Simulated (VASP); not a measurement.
# Mg3SiO (Pm-3m) in VASP: further runs, part 2 of 2

VASP 6.6.1. The steps go on from the part before.

## 3. Single point, PBE (14.59 Å³/atom)

This run uses another cell than the first one, of 14.59 Å³/atom.

The input, INCAR:

```
SYSTEM = Mg3SiO
ALGO = Normal
EDIFF = 1E-6
ENCUT = 840
GGA = PE
GGA_COMPAT = .FALSE.
ISIF = 2
ISMEAR = -1
LASPH = .TRUE.
LCHARG = .TRUE.
LELF = .TRUE.
LREAL = .FALSE.
LVHAR = .TRUE.
LWAVE = .FALSE.
NBANDS = 28
NELM = 120
PREC = Accurate
SIGMA = 0.02
```

The input, KPOINTS:

```
k-points
0
G
  6 6 6
  0 0 0
```

The input, POSCAR:

```
Mg3SiO
1.0
    4.1779988052      0.0000000000      0.0000000000
    0.0000000000      4.1779988052      0.0000000000
    0.0000000000      0.0000000000      4.1779988052
Si O Mg
1 1 3
Direct
    0.0000000000      0.0000000000      0.0000000000
    0.5000000000      0.5000000000      0.5000000000
    0.5000000000      0.5000000000      0.0000000000
    0.5000000000      0.0000000000      0.5000000000
    0.0000000000      0.5000000000      0.5000000000
```

Potentials or basis: VASP PAW PBE potentials, release 64 (Si, O, Mg_sv).

Run with:

```
cat potpaw_PBE.64/Si/POTCAR potpaw_PBE.64/O/POTCAR potpaw_PBE.64/Mg_sv/POTCAR > POTCAR
mpirun -np 1 vasp_std > vasp.out
```

OUTCAR:

```text
SYSTEM = Mg3SiO
   EDIFF = 1E-6
   ENCUT = 840
   GGA = PE
   ISIF = 2
   ISMEAR = -1
   LASPH = .TRUE.
   LREAL = .FALSE.
   NELM = 120
   PREC = Accurate

 ion  position               nearest neighbor table
   1  0.000  0.000  0.000-
   2  0.500  0.500  0.500-   3 2.09   4 2.09   5 2.09   3 2.09   4 2.09   5 2.09
   3  0.500  0.500  0.000-   2 2.09   2 2.09
   4  0.500  0.000  0.500-   2 2.09   2 2.09
   5  0.000  0.500  0.500-   2 2.09   2 2.09

  LATTYP: Found a simple cubic cell.
 ALAT       =     4.1779988052

  Lattice vectors:

 A1 = (   4.1779988052,   0.0000000000,   0.0000000000)
 A2 = (   0.0000000000,   4.1779988052,   0.0000000000)
 A3 = (   0.0000000000,   0.0000000000,   4.1779988052)

Analysis of symmetry for initial positions (statically):
=====================================================================
 Subroutine PRICEL returns:
 Original cell was already a primitive cell.

 Routine SETGRP: Setting up the symmetry group for a
 simple cubic supercell.

 Subroutine GETGRP returns: Found 48 space group operations
[... 165 lines left out ...]

 E-fermi :   5.4433     XC(G=0): -10.1941

 val. band max:        5.3522109830   @ k =   0.5000   0.3333   0.0000
 cond. band min:       5.5202998404   @ k =   0.5000   0.5000   0.1667
 fundamental gap:      0.1680888574
 Fermi energy:         5.4432926945

 k-point     1 :       0.0000    0.0000    0.0000
  band No.  band energies     occupation
      1     -70.9424      2.00000
      2     -70.9336      2.00000
      3     -70.9336      2.00000
      4     -37.7254      2.00000
      5     -37.7254      2.00000
      6     -37.7254      2.00000
[... 609 lines left out ...]
     27      14.9137      0.00000
     28      16.5298      0.00000

------------------------ aborting loop because EDIFF is reached ----------------------------------------

  FORCE on cell =-STRESS in cart. coord.  units (eV):
  Direction    XX          YY          ZZ          XY          YZ          ZX
  --------------------------------------------------------------------------------------
  -------------------------------------------------------------------------------------
  Total        1.1234952      1.1234952      1.1234952      0.0000000      0.0000000     -0.0000000
  in kB       24.6818015     24.6818015     24.6818015      0.0000000      0.0000000     -0.0000000
  external PRESSURE =      24.6818015 kB  Pullay stress =       0.0000000 kB

 VOLUME and BASIS-vectors are now :
 -----------------------------------------------------------------------------
  energy-cutoff  :      840.00
  volume of cell :       72.93
      direct lattice vectors                 reciprocal lattice vectors
     4.177998805  0.000000000  0.000000000     0.239349039  0.000000000  0.000000000
     0.000000000  4.177998805  0.000000000     0.000000000  0.239349039  0.000000000
     0.000000000  0.000000000  4.177998805     0.000000000  0.000000000  0.239349039

 POSITION                                       TOTAL-FORCE (eV/Angst)
 -----------------------------------------------------------------------------------
      0.00000      0.00000      0.00000         0.000000      0.000000      0.000000
      2.08900      2.08900      2.08900         0.000000      0.000000      0.000000
      2.08900      2.08900      0.00000         0.000000      0.000000      0.000000
      2.08900      0.00000      2.08900         0.000000      0.000000      0.000000
      0.00000      2.08900      2.08900         0.000000      0.000000      0.000000
 -----------------------------------------------------------------------------------
    total drift:                               -0.000000      0.000000     -0.000000

  FREE ENERGIE OF THE ION-ELECTRON SYSTEM (eV)
  ---------------------------------------------------
  free  energy   TOTEN  =       -19.8954054950 eV

  energy  without entropy=      -19.8951641036  energy(sigma->0) =      -19.89528480
```

OSZICAR:

```text
N       E                     dE             d eps       ncg     rms          rms(c)
DAV:   1     0.533916805360E+03    0.53392E+03   -0.32577E+04  1160   0.219E+03
DAV:   2     0.322753562491E+02   -0.50164E+03   -0.49117E+03  1208   0.604E+02
DAV:   3    -0.150405966556E+02   -0.47316E+02   -0.46931E+02  1760   0.142E+02
DAV:   4    -0.221062944877E+02   -0.70657E+01   -0.70202E+01  1692   0.477E+01
DAV:   5    -0.222898852687E+02   -0.18359E+00   -0.18347E+00  1348   0.783E+00    0.113E+01
DAV:   6    -0.200137454377E+02    0.22761E+01   -0.77441E+00  1432   0.155E+01    0.508E+00
DAV:   7    -0.199439877818E+02    0.69758E-01   -0.99750E-01  1356   0.483E+00    0.251E+00
DAV:   8    -0.199061513051E+02    0.37836E-01   -0.22819E-01  1372   0.252E+00    0.697E-01
DAV:   9    -0.198958479520E+02    0.10303E-01   -0.55800E-02  1488   0.127E+00    0.296E-01
DAV:  10    -0.198953678206E+02    0.48013E-03   -0.95998E-03  1292   0.518E-01    0.851E-02
DAV:  11    -0.198954657153E+02   -0.97895E-04   -0.70976E-04  1420   0.152E-01    0.711E-02
DAV:  12    -0.198954121570E+02    0.53558E-04   -0.15993E-04  1404   0.683E-02    0.280E-02
DAV:  13    -0.198954051562E+02    0.70008E-05   -0.72142E-05  1104   0.419E-02    0.267E-03
DAV:  14    -0.198954054950E+02   -0.33876E-06   -0.48914E-06  1088   0.123E-02
   1 F= -.19895405E+02 E0= -.19895285E+02  d E =-.241391E-03
```

stdout:

```text
POSCAR found type information on POSCAR SiO Mg
 POSCAR found :  3 types and       5 ions
 scaLAPACK will be used
 LDA part: xc-table for (Slater+PW92), standard interpolation
 POSCAR, INCAR and KPOINTS ok, starting setup
 FFT: planning ... GRIDC
 FFT: planning ... GRID_SOFT
 FFT: planning ... GRID
 WAVECAR not read
 entering main loop
```

It took 63 s on 1 thread of Intel Xeon Platinum 8259CL at 2.50GHz (Skylake/Cascade Lake), shared host; peak memory 0.27 GiB.

What came out:

```yaml
Free_energy: -19.8954 eV
Pressure: 2.5 GPa
Band_gap_on_the_k_mesh: 0.17 eV (least direct gap 0.58 eV)
```

Caveat: semilocal functionals underestimate gaps, and a narrow one can read as zero. A k mesh can miss the band edges.

## 4. Single point, PBE

This run uses another cell than the first one, of 14.65 Å³/atom.

The input, INCAR:

```
SYSTEM = Mg3SiO
  PREC = Accurate
  ENCUT = 840
  EDIFF = 1E-6
  ISMEAR = -1
  SIGMA = 0.02
  LREAL = .FALSE.
  LASPH = .TRUE.
  NELM = 120
  ALGO = Normal
  ISIF = 2
  LWAVE = .FALSE.
  LCHARG = .FALSE.
  GGA = PE
  NBANDS = 28
  GGA_COMPAT = .FALSE.
```

The input, KPOINTS:

```
regular mesh
0
G
  6 6 6
  0 0 0
```

POSCAR: that of step 3 with these lines changed.

```diff
@@ -2,5 +2,5 @@
 1.0
-    4.1779988052      0.0000000000      0.0000000000
-    0.0000000000      4.1779988052      0.0000000000
-    0.0000000000      0.0000000000      4.1779988052
+    4.1836345484      0.0000000000      0.0000000000
+    0.0000000000      4.1836345484      0.0000000000
+    0.0000000000      0.0000000000      4.1836345484
 Si O Mg
```

Run with:

```
cat potpaw_PBE.64/Si/POTCAR potpaw_PBE.64/O/POTCAR potpaw_PBE.64/Mg_sv/POTCAR > POTCAR
mpirun -np 1 vasp_std > vasp.out
```

Run time: 52 s. Hardware: 1 thread of Intel Xeon Platinum 8488C (Sapphire Rapids), shared host; peak memory 0.27 GiB.

Results (log left out):

* Free energy: -19.9002 eV
* Pressure: 2.1 GPa
* Band gap on the k mesh: 0.16 eV (least direct gap 0.59 eV)

Levels at points of the mesh, in eV from the valence-band top:
```tsv
k point	band 17	band 18	band 19	band 20	band 21	band 22	band 23	band 24
(0.00, 0.00, 0.00)	-6.19	-0.37	-0.37	-0.37	0.70	0.70	2.01	5.83
(0.50, 0.00, 0.00)	-5.32	-4.72	-0.59	-0.59	1.79	3.24	4.08	4.08
(0.50, 0.50, 0.00)	-5.96	-2.57	-2.57	-0.28	0.31	2.57	3.06	3.06
(0.50, 0.50, 0.50)	-6.36	-3.39	-3.39	-3.39	1.84	1.84	1.84	4.74
```

Caveat: semilocal functionals underestimate gaps, and a narrow one can read as zero.

## 5. Overview

| cell | gap on the mesh (eV) | pressure (GPa) |
| --- | --- | --- |
| a = 4.134 Å, 5 atoms | 0.24 | 5.6 |
| a = 4.178 Å, 5 atoms | 0.17 | 2.5 |
| a = 4.184 Å, 5 atoms | 0.16 | 2.1 |

Alike in all rows: task single point; level PBE; potentials or basis VASP PAW PBE potentials, release 64 (Si, O, Mg_sv); no spin polarisation; k mesh 6 × 6 × 6; cutoff (eV) 840; smearing fermi-dirac 0.02 eV.

Caveats: semilocal functionals underestimate gaps, and a narrow one can read as zero; the cell stands under pressure (at least some runs).

Total energies depend on the potentials used, so only differences within one code and one set of settings carry meaning.
